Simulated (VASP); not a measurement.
# SnO2 (I4_1/amd) in VASP: notebook

The runs below take SnO2 through single point, with PBEsol.

All numbers are computed with VASP 6.6.1; they aren't measurements. Logs are shortened: lines on timing, memory, paths and dates and some standing lists are left out, and cuts for length are marked.

**1. The cell of the first run**

The structure is tetragonal, space group I4_1/amd (No. 141). Conventional cell: a = 4.000 Å, b = 4.000 Å, c = 10.247 Å, α = 90.00°, β = 90.00°, γ = 90.00°. Within 2.7 Å of Sn (site symmetry -4m2) lie 6 O at 2.06 to 2.09 Å. Within 2.7 Å of O (site symmetry 2mm) lie 3 Sn at 2.06 to 2.09 Å and 2 O at 2.57 Å.

**2. Single point, PBEsol**

INCAR reads:

```
ALGO = Normal
EDIFF = 1E-6
ENCUT = 520
GGA = PS
ISIF = 2
ISMEAR = -1
LASPH = True
LCHARG = False
LREAL = False
LWAVE = False
NBANDS = 35
NELM = 80
PREC = Accurate
SIGMA = 0.1
```

KPOINTS reads:

```
k-points
0
Gamma
  6 6 6
```

POSCAR reads:

```
SnO2
1.0
   -2.0000690000      2.0000690000      5.1236790000
    2.0000690000     -2.0000690000      5.1236790000
    2.0000690000      2.0000690000     -5.1236790000
Sn O
2 4
Direct
    0.7500000000      0.2500000000      0.5000000000
    0.0000000000      0.0000000000      0.0000000000
    0.7965230000      0.7965230000      0.0000000000
    0.9534770000      0.4534770000      0.5000000000
    0.2034770000      0.2034770000      0.0000000000
    0.5465230000      0.0465230000      0.5000000000
```

Potentials or basis: VASP PAW PBE potentials, release 64 (Sn_d, O).

Command:

```sh
> cat potpaw_PBE.64/Sn_d/POTCAR potpaw_PBE.64/O/POTCAR > POTCAR
> mpirun -np 1 vasp_std > vasp.out
```

OUTCAR:

```text
EDIFF = 1E-6
   ENCUT = 520
   GGA = PS
   ISIF = 2
   ISMEAR = -1
   LASPH = True
   LREAL = False
   NELM = 80
   PREC = Accurate

 ion  position               nearest neighbor table
   1  0.750  0.250  0.500-   3 2.06   5 2.06   3 2.06   5 2.06   4 2.09   6 2.09   2 3.25   2 3.25
                             2 3.25   2 3.25
   2  0.000  0.000  0.000-   6 2.06   4 2.06   6 2.06   4 2.06   3 2.09   5 2.09   1 3.25   1 3.25
                             1 3.25   1 3.25
   3  0.797  0.797  0.000-   1 2.06   1 2.06   2 2.09
   4  0.953  0.453  0.500-   2 2.06   2 2.06   1 2.09
   5  0.203  0.203  0.000-   1 2.06   1 2.06   2 2.09
   6  0.547  0.047  0.500-   2 2.06   2 2.06   1 2.09

  LATTYP: Found a body centered tetragonal cell.
 ALAT       =     4.0001380000
 C/A-ratio  =     2.5617511196

  Lattice vectors:

 A1 = (  -2.0000690000,   2.0000690000,   5.1236790000)
 A2 = (   2.0000690000,  -2.0000690000,   5.1236790000)
 A3 = (   2.0000690000,   2.0000690000,  -5.1236790000)

Analysis of symmetry for initial positions (statically):
=====================================================================
 Subroutine PRICEL returns:
 Original cell was already a primitive cell.

 Routine SETGRP: Setting up the symmetry group for a
 body centered tetragonal supercell.

 Subroutine GETGRP returns: Found 16 space group operations
 (whereof  8 operations were pure point group operations)
 out of a pool of 16 trial point group operations.

The static configuration has the point symmetry D_2d.
 The point group associated with its full space group is D_4h.

Analysis of symmetry for dynamics (positions and initial velocities):
=====================================================================
 Subroutine PRICEL returns:
 Original cell was already a primitive cell.

 Routine SETGRP: Setting up the symmetry group for a
 body centered tetragonal supercell.

 Subroutine GETGRP returns: Found 16 space group operations
 (whereof  8 operations were pure point group operations)
 out of a pool of 16 trial point group operations.

The dynamic configuration has the point symmetry D_2d.
 The point group associated with its full space group is D_4h.

 Subroutine INISYM returns: Found 16 space group operations
 (whereof  8 operations are pure point group operations),
 and found     1 'primitive' translations

[... 94 lines left out ...]
   ISTART =      0    job   : 0-new  1-cont  2-samecut
   ICHARG =      2    charge: 1-file 2-atom 10-const
   ISPIN  =      1    spin polarized calculation?
   LNONCOLLINEAR =      F non collinear calculations
   LSORBIT =      F    spin-orbit coupling
   LASPH  =      T    aspherical Exc in radial PAW
   ENCUT  =  520.0 eV  38.22 Ry    6.18 a.u.  10.88 10.88 10.88*2*pi/ulx,y,z
   NELM   =     80;   NELMIN=  2; NELMDL= -5     # of ELM steps
   EDIFF  = 0.1E-05   stopping-criterion for ELM
   LREAL  =      F    real-space projection
[... 7 lines left out ...]
   TEBEG  =    0.0;   TEEND  =   0.0 temperature during run
   PSTRESS=    0.0 pullay stress
   NELECT =      52.0000    total number of electrons
   NUPDOWN=      -1.0000    fix difference up-down
   EMIN   =  10.00;   EMAX   =-10.00  energy-range for DOS
   EFERMI =   0.00;   METHOD = LEGACY
   ISMEAR =    -1;   SIGMA  =   0.10  broadening in eV -4-tet -1-fermi 0-gaus
   EFERMI_NEDOS =   21; number of points for ismear=-14 and -15
   IALGO  =     38    algorithm
   IMIX   =      4    mixing-type and parameters
     AMIX     =   0.40;   BMIX     =  1.00
     AMIX_MAG =   1.60;   BMIX_MAG =  1.00
  volume/ion in A,a.u.               =      13.66        92.21
  Fermi-wavevector in a.u.,A,eV,Ry     =   1.406583  2.658056 26.918792  1.978475
  Thomas-Fermi vector in A             =   2.528929
   LORBIT       =      0    0 simple, 1 ext, 2 COOP (PROOUT), +10 PAW based schemes
   GGA     = PS    functional components
   LHFCALC =     F    Hartree Fock is set to
   AEXX    =    0.0000 exact exchange contribution
   IVDW    =     0    specifies the selected vdW correction
   LEPSILON=     F    determine dielectric tensor
   LRPA    =     F    only Hartree local field effects (RPA)
 non-spin polarized calculation
  energy-cutoff  :      520.00
  volume of cell :       81.98
 maximum number of plane-waves:      2244
 NGX is ok and might be reduce to    48
   NGX = 21   NGY = 21   NGZ = 21

 number of electron      52.0000007 magnetization

 Free energy of the ion-electron system (eV)
  ---------------------------------------------------
  ext. energy  EPLUGINS =         0.00000000
  ---------------------------------------------------
  free energy    TOTEN  =       -39.21878839 eV

  energy without entropy =      -39.21873545  energy(sigma->0) =      -39.21876192

 E-fermi :   4.9002     XC(G=0): -10.5526

 val. band max:        3.9132307880   @ k =   0.3333   0.3333   0.1667
 cond. band min:       5.4798032610   @ k =   0.0000   0.0000   0.0000
 fundamental gap:      1.5665724730
 Fermi energy:         4.9002016134

 k-point     1 :       0.0000    0.0000    0.0000
  band No.  band energies     occupation
      1     -16.3968      2.00000
      2     -16.3864      2.00000
      3     -16.2474      2.00000
      4     -15.6692      2.00000
      5     -15.5707      2.00000
      6     -15.5707      2.00000
[... 901 lines left out ...]
     34      15.7906      0.00000
     35      15.8167      0.00000

 [... further k-points ...]

------------------------ aborting loop because EDIFF is reached ----------------------------------------

  FORCE on cell =-STRESS in cart. coord.  units (eV):
  Direction    XX          YY          ZZ          XY          YZ          ZX
  --------------------------------------------------------------------------------------
  -------------------------------------------------------------------------------------
  Total        0.7947793      0.7947793      0.3397166      0.0000000      0.0000000      0.0000000
  in kB       15.5319252     15.5319252      6.6388897      0.0000000      0.0000000      0.0000000
  external PRESSURE =      12.5675800 kB  Pullay stress =       0.0000000 kB

 VOLUME and BASIS-vectors are now :
 -----------------------------------------------------------------------------
  energy-cutoff  :      520.00
  volume of cell :       81.98
      direct lattice vectors                 reciprocal lattice vectors
    -2.000069000  2.000069000  5.123679000     0.000000000  0.249991375  0.097586129
     2.000069000 -2.000069000  5.123679000     0.249991375  0.000000000  0.097586129
     2.000069000  2.000069000 -5.123679000     0.249991375  0.249991375  0.000000000

 POSITION                                       TOTAL-FORCE (eV/Angst)
 -----------------------------------------------------------------------------------
      0.00000      2.00007      2.56184         0.000000      0.000000      0.000000
      0.00000      0.00000      0.00000         0.000000      0.000000      0.000000
      0.00000      0.00000      8.16226         0.000000     -0.000000      0.056144
      0.00000      2.00007      4.64694        -0.000000      0.000000     -0.056144
      0.00000      0.00000      2.08510         0.000000     -0.000000     -0.056144
      0.00000      2.00007      0.47674        -0.000000      0.000000      0.056144
 -----------------------------------------------------------------------------------
    total drift:                                0.000000     -0.000000      0.000000

  FREE ENERGIE OF THE ION-ELECTRON SYSTEM (eV)
  ---------------------------------------------------
  free  energy   TOTEN  =       -39.2187883856 eV

  energy  without entropy=      -39.2187354507  energy(sigma->0) =      -39.21876192
```

OSZICAR:

```text
N       E                     dE             d eps       ncg     rms          rms(c)
DAV:   1     0.636481165802E+03    0.63648E+03   -0.25457E+04  2283   0.223E+03
DAV:   2     0.571583919044E+02   -0.57932E+03   -0.54583E+03  2300   0.594E+02
DAV:   3    -0.396786034549E+02   -0.96837E+02   -0.95471E+02  2265   0.208E+02
DAV:   4    -0.447534672642E+02   -0.50749E+01   -0.50387E+01  2645   0.522E+01
DAV:   5    -0.448911920018E+02   -0.13772E+00   -0.13753E+00  2551   0.901E+00    0.151E+01
DAV:   6    -0.391862854054E+02    0.57049E+01   -0.16196E+01  3369   0.642E+01    0.605E+00
DAV:   7    -0.392682379171E+02   -0.81953E-01   -0.19948E+00  2313   0.765E+00    0.321E+00
DAV:   8    -0.392294853359E+02    0.38753E-01   -0.21837E-01  3174   0.439E+00    0.755E-01
DAV:   9    -0.392177350990E+02    0.11750E-01   -0.47920E-02  3306   0.348E+00    0.137E-01
DAV:  10    -0.392186723647E+02   -0.93727E-03   -0.46174E-03  2929   0.692E-01    0.466E-02
DAV:  11    -0.392187803616E+02   -0.10800E-03   -0.39566E-04  3175   0.198E-01    0.177E-02
DAV:  12    -0.392187923173E+02   -0.11956E-04   -0.51358E-05  2726   0.427E-02    0.173E-02
DAV:  13    -0.392187882405E+02    0.40768E-05   -0.22963E-05  2945   0.685E-02    0.297E-03
DAV:  14    -0.392187883856E+02   -0.14509E-06   -0.16677E-06  1780   0.135E-02
   1 F= -.39218788E+02 E0= -.39218762E+02  d E =-.529349E-04
```

Wall time 4.6 min (1 thread of Intel Xeon 8259CL, shared host); peak memory 0.34 GiB.

What came out:

```
Free energy            : -39.2188 eV
Pressure               : 1.3 GPa
Largest force          : 0.056 eV/Å
Band gap on the k mesh : 1.57 eV, indirect (least direct gap 1.94 eV)
```

Forces in eV/Å, atoms in the order of the input:
```
Sn   0.000  0.000  0.000
Sn   0.000  0.000  0.000
O    0.000  0.000  0.056
O    0.000  0.000 -0.056
O    0.000  0.000 -0.056
O    0.000  0.000  0.056
```

Stress tensor (GPa, compression positive):
```
1.55 0.00 0.00
0.00 1.55 0.00
0.00 0.00 0.66
```

Caveat: the PAW data sets were made with another functional, which shifts forces and pressure a little; spin-orbit coupling is left out, which moves the levels of the heavy elements.

**3. Single point, PBEsol**

INCAR reads:

```
SYSTEM = SnO2
  PREC = Accurate
  ENCUT = 520
  EDIFF = 1E-6
  ISMEAR = -1
  SIGMA = 0.1
  LREAL = .FALSE.
  LASPH = .TRUE.
  NELM = 100
  ALGO = Normal
  ISIF = 2
  LWAVE = .FALSE.
  LCHARG = .FALSE.
  GGA = PS
  NBANDS = 35
```

KPOINTS reads:

```
Automatic mesh
0
G
  6 6 6
  0 0 0
```

POSCAR is that of step 2.

Potentials or basis: VASP PAW PBE potentials, release 64 (Sn_d, O).

Command:

```sh
> cat potpaw_PBE.64/Sn_d/POTCAR potpaw_PBE.64/O/POTCAR > POTCAR
> mpirun -np 1 vasp_std > vasp.out
```

OUTCAR:

```text
SYSTEM = SnO2
   PREC = Accurate
   ENCUT = 520
   EDIFF = 1E-6
   ISMEAR = -1
   LREAL = .FALSE.
   LASPH = .TRUE.
   NELM = 100
   ISIF = 2
   GGA = PS

 ion  position               nearest neighbor table
   1  0.750  0.250  0.500-   3 2.06   5 2.06   3 2.06   5 2.06   4 2.09   6 2.09   2 3.25   2 3.25
                             2 3.25   2 3.25
   2  0.000  0.000  0.000-   6 2.06   4 2.06   6 2.06   4 2.06   3 2.09   5 2.09   1 3.25   1 3.25
                             1 3.25   1 3.25
   3  0.797  0.797  0.000-   1 2.06   1 2.06   2 2.09
   4  0.953  0.453  0.500-   2 2.06   2 2.06   1 2.09
[... 1123 lines left out ...]
  -------------------------------------------------------------------------------------
  Total        0.7947793      0.7947793      0.3397166      0.0000000      0.0000000      0.0000000
  in kB       15.5319252     15.5319252      6.6388897      0.0000000      0.0000000      0.0000000
  external PRESSURE =      12.5675800 kB  Pullay stress =       0.0000000 kB

 VOLUME and BASIS-vectors are now :
 -----------------------------------------------------------------------------
  energy-cutoff  :      520.00
  volume of cell :       81.98
      direct lattice vectors                 reciprocal lattice vectors
    -2.000069000  2.000069000  5.123679000     0.000000000  0.249991375  0.097586129
     2.000069000 -2.000069000  5.123679000     0.249991375  0.000000000  0.097586129
     2.000069000  2.000069000 -5.123679000     0.249991375  0.249991375  0.000000000

 POSITION                                       TOTAL-FORCE (eV/Angst)
 -----------------------------------------------------------------------------------
      0.00000      2.00007      2.56184         0.000000      0.000000      0.000000
      0.00000      0.00000      0.00000         0.000000      0.000000      0.000000
      0.00000      0.00000      8.16226         0.000000     -0.000000      0.056144
      0.00000      2.00007      4.64694        -0.000000      0.000000     -0.056144
      0.00000      0.00000      2.08510         0.000000     -0.000000     -0.056144
      0.00000      2.00007      0.47674        -0.000000      0.000000      0.056144
 -----------------------------------------------------------------------------------
    total drift:                                0.000000     -0.000000      0.000000

  FREE ENERGIE OF THE ION-ELECTRON SYSTEM (eV)
  ---------------------------------------------------
  free  energy   TOTEN  =       -39.2187883856 eV

  energy  without entropy=      -39.2187354507  energy(sigma->0) =      -39.21876192
```

OSZICAR:

```text
N       E                     dE             d eps       ncg     rms          rms(c)
DAV:   1     0.636481165802E+03    0.63648E+03   -0.25457E+04  2283   0.223E+03
DAV:   2     0.571583919044E+02   -0.57932E+03   -0.54583E+03  2300   0.594E+02
DAV:   3    -0.396786034549E+02   -0.96837E+02   -0.95471E+02  2265   0.208E+02
DAV:   4    -0.447534672642E+02   -0.50749E+01   -0.50387E+01  2645   0.522E+01
DAV:   5    -0.448911920018E+02   -0.13772E+00   -0.13753E+00  2551   0.901E+00    0.151E+01
DAV:   6    -0.391862854054E+02    0.57049E+01   -0.16196E+01  3369   0.642E+01    0.605E+00
DAV:   7    -0.392682379171E+02   -0.81953E-01   -0.19948E+00  2313   0.765E+00    0.321E+00
DAV:   8    -0.392294853359E+02    0.38753E-01   -0.21837E-01  3174   0.439E+00    0.755E-01
DAV:   9    -0.392177350990E+02    0.11750E-01   -0.47920E-02  3306   0.348E+00    0.137E-01
DAV:  10    -0.392186723647E+02   -0.93727E-03   -0.46174E-03  2929   0.692E-01    0.466E-02
DAV:  11    -0.392187803616E+02   -0.10800E-03   -0.39566E-04  3175   0.198E-01    0.177E-02
DAV:  12    -0.392187923173E+02   -0.11956E-04   -0.51358E-05  2726   0.427E-02    0.173E-02
DAV:  13    -0.392187882405E+02    0.40768E-05   -0.22963E-05  2945   0.685E-02    0.297E-03
DAV:  14    -0.392187883856E+02   -0.14509E-06   -0.16677E-06  1780   0.135E-02
   1 F= -.39218788E+02 E0= -.39218762E+02  d E =-.529349E-04
```

It took 4.6 min on 1 thread of Intel Xeon 8259CL, shared host; peak memory 0.34 GiB.

Results:

* Free energy: -39.2188 eV
* Pressure: 1.3 GPa
* Largest force: 0.056 eV/Å
* Band gap on the k mesh: 1.57 eV, indirect (least direct gap 1.94 eV)

Forces on the atoms (eV/Å):
```
Sn   0.000  0.000  0.000
Sn   0.000  0.000  0.000
O    0.000  0.000  0.056
O    0.000  0.000 -0.056
O    0.000  0.000 -0.056
O    0.000  0.000  0.056
```

Stress tensor (GPa, compression positive):
```
1.55 0.00 0.00
0.00 1.55 0.00
0.00 0.00 0.66
```

Levels at points of the mesh, in eV from the valence-band top:
```tsv
k point	band 23	band 24	band 25	band 26	band 27	band 28	band 29	band 30
(0.00, 0.00, 0.00)	-0.66	-0.66	-0.37	-0.37	1.57	5.51	9.24	9.68
(0.50, 0.00, 0.00)	-0.77	-0.75	-0.56	-0.38	4.91	6.16	7.84	8.54
(0.50, 0.50, 0.00)	-0.81	-0.81	-0.03	-0.03	7.28	7.28	7.57	7.57
(0.50, 0.50, 0.50)	-1.01	-1.01	-0.27	-0.27	4.21	4.21	7.57	7.57
```

Caveat: the PAW data sets were made with another functional, which shifts forces and pressure a little; spin-orbit coupling is left out, which moves the levels of the heavy elements. A k mesh can miss the band edges.
